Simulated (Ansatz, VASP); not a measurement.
# One calculation of Sb, two programs

The input POSCAR:

```
Sb
1.0
    3.0953071274      0.0000000000      0.0000000000
    0.0000000000      3.0953071274      0.0000000000
    0.0000000000      0.0000000000      3.0953071274
Sb
1
Direct
    0.0000000000      0.0000000000      0.0000000000
```

INCAR.step1

```
PREC = Accurate
ENCUT = 600
ISMEAR = 0
SIGMA = 0.1
LREAL = False
LASPH = True
NELM = 60
GGA = PE
ALGO = Normal
EDIFF = 1E-4
LWAVE = True
LCHARG = False
```

The input INCAR.step2:

```
PREC = Accurate
ENCUT = 600
EDIFF = 1E-6
ISMEAR = 0
SIGMA = 0.1
LREAL = False
LASPH = True
NELM = 60
ALGO = Normal
ISIF = 3
LWAVE = False
LCHARG = False
METAGGA = R2SCAN
LMIXTAU = True
IBRION = 2
NSW = 80
EDIFFG = -0.01
ISTART = 1
```

The input KPOINTS:

```
Automatic mesh
0
Gamma
  14 14 14
```

Input for Ansatz:

```yaml
crystal:
  lattice:
    - [3.0953071274, 0.0, 0.0]
    - [0.0, 3.0953071274, 0.0]
    - [0.0, 0.0, 3.0953071274]
  atoms:
    - { symbol: Sb, position: [0.0, 0.0, 0.0] }
basis:
  ecutwfc: 500
kpoints:
  mp_grid: { grid: [14, 14, 14] }
hamiltonian:
  xc: r2scan
scf:
  occupations: { method: gaussian, width: 0.1 }
output:
  forces: true
  stress: true
  eigenvalues: true
relax:
  adjacent_minimum: "off"
  f_tol: 0.01
  max_steps: 60
  cell: { stress_tol: 0.1 }
```

Alike in both runs: task relaxation of cell and atoms; functional r2SCAN; k mesh 14 × 14 × 14; occupations gaussian, width 0.1 eV; no spin polarisation.

|  | VASP | Ansatz |
| --- | --- | --- |
| version | VASP 6.6.1 | Ansatz 0.2.0 |
| potentials or method | VASP PAW PBE potentials, release 64 (Sb), cutoff 600 eV | scalar-relativistic, plane waves, PAW |
| valence electrons in the cell | 5 | 15 |

|  | VASP | Ansatz | Ansatz less VASP |
| --- | --- | --- | --- |
| gap on the k mesh at the Fermi level, each at its own relaxed structure (eV) | none | none | - |
| relaxed volume (Å³/atom) | 29.44 | 29.43 | -0.012 |
| relaxed length of the cell vector where the two differ most in proportion (Å) | 3.088 | 3.087 | -0.0004 |

VASP's potentials were made for PBE, not for r2SCAN. A gap of «none» marks a metal or a gap that the smearing closes. VASP's potentials hold 5 valence electrons a cell and Ansatz's 15, so a difference there can come from the potentials and not from the codes.

Spin-orbit coupling is off throughout.
